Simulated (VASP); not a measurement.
Wanted: the native input for a VASP 6.6.1 run.

| Item | Value |
| --- | --- |
| Task | single point |
| Functional | PBE0 |
| Potentials or basis | VASP PAW PBE potentials, release 64 (Na_pv, F) |
| Cutoff | 520 eV |
| k mesh | 6 × 6 × 6 |
| Occupations | gaussian, width 0.01 eV |
| Spin | no spin polarisation |
| Dipole correction | no |
| Grid for exact exchange (PRECFOCK) | Normal |
| Further INCAR settings | ALGO = Normal; EDIFF = 1e-07; NBANDS = 14 |

Crystal: NaF (Villiaumite).

```
CELL_PARAMETERS angstrom
0.00000 2.29724 2.29724
2.29724 0.00000 2.29724
2.29724 2.29724 0.00000
ATOMIC_POSITIONS crystal
Na 0.00000 0.00000 0.00000
F 0.50000 0.50000 0.50000
```

These files were run (other wordings do the same):

POSCAR

```
NaF
1.0
    0.0000000000      2.2972417821      2.2972417821
    2.2972417821      0.0000000000      2.2972417821
    2.2972417821      2.2972417821      0.0000000000
Na F
1 1
Direct
    0.0000000000      0.0000000000      0.0000000000
    0.5000000000      0.5000000000      0.5000000000
```

INCAR.step1

```
  ALGO = Normal
  EDIFF = 1E-5
  ENCUT = 520
  GGA = PE
  ISIF = 2
  ISMEAR = 0
  LASPH = T
  LREAL = F
  LWAVE = T
  NBANDS = 14
  NELM = 80
  PREC = Accurate
  SIGMA = 0.01
```

INCAR.step2

```
  AEXX = 0.25
  ALGO = Normal
  EDIFF = 1E-7
  ENCUT = 520
  GGA = PE
  ISIF = 2
  ISMEAR = 0
  ISTART = 1
  LASPH = T
  LCHARG = T
  LELF = T
  LHFCALC = T
  LREAL = F
  LVHAR = T
  LWAVE = F
  NBANDS = 14
  NELM = 80
  PREC = Accurate
  PRECFOCK = Normal
  SIGMA = 0.01
```

KPOINTS

```
k-points
0
Gamma
  6 6 6
```

Potentials or basis: VASP PAW PBE potentials, release 64 (Na_pv, F).

Launch:

```bash
$ cat potpaw_PBE.64/Na_pv/POTCAR potpaw_PBE.64/F/POTCAR > POTCAR
$ cp INCAR.step1 INCAR
$ mpirun -np 1 vasp_std > vasp.out
$ cp INCAR.step2 INCAR
$ mpirun -np 1 vasp_std > vasp.out
```

It gave:

The pressure is 1.6 GPa and the band gap on the k mesh is 9.38 eV, direct.

Caveat: the PAW data sets were made with another functional, which shifts forces and pressure a little.

Run time: 29 min on 1 thread of AMD EPYC 7R13, with other jobs on the host, peak memory 0.12 GiB.
